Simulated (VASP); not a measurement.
The system is CdSe (rocksalt type).

```xyz
2
Lattice="0.0000 2.6893 2.6893 2.6893 0.0000 2.6893 2.6893 2.6893 0.0000" Properties=species:S:1:pos:R:3 pbc="T T T"
Cd    0.0000    0.0000    0.0000
Se    2.6893    2.6893    2.6893
```

- Program: VASP 6.6.1
- Task: relaxation of cell and atoms
- Functional: PBE
- Potentials or basis: VASP PAW PBE potentials, release 64 (Cd, Se)
- Cutoff: 600 eV
- k mesh: 13 × 13 × 13
- Occupations: fermi-dirac, width 0.05 eV
- Spin: no spin polarisation

At the start: pressure 19.3 GPa; volume 19.45 Å³/atom.

**Question.** Where does the relaxation end?

**Answer.** Over 5 steps the energy falls by 212.6 meV/atom and the volume is 23.73 Å³/atom (+22.0 %); space group Fm-3m (No. 225, to 0.1 Å) before and after.

The path:
| step | energy change (eV) | largest force (eV/Å) | pressure (GPa) | volume (Å³) |
| --- | --- | --- | --- | --- |
| 1 | 0.0000 | 0.0000 | 19.30 | 38.90 |
| 2 | -0.3069 | 0.0000 | -5.46 | 53.63 |
| 3 | -0.4252 | 0.0000 | 0.06 | 47.42 |
| 4 | -0.4251 | 0.0000 | -0.16 | 47.60 |
| 5 | -0.4252 | 0.0000 | 0.03 | 47.45 |

Final structure:
```yaml
crystal:
  lattice:
    - [0.00000, 2.87348, 2.87348]
    - [2.87348, 0.00000, 2.87348]
    - [2.87348, 2.87348, 0.00000]
  atoms:
    - { symbol: Cd, position: [0.00000, 0.00000, 0.00000] }
    - { symbol: Se, position: [0.50000, 0.50000, 0.50000] }
```

Caveat: the volume moved by over 15 % at a fixed basis, so the end points are rough.
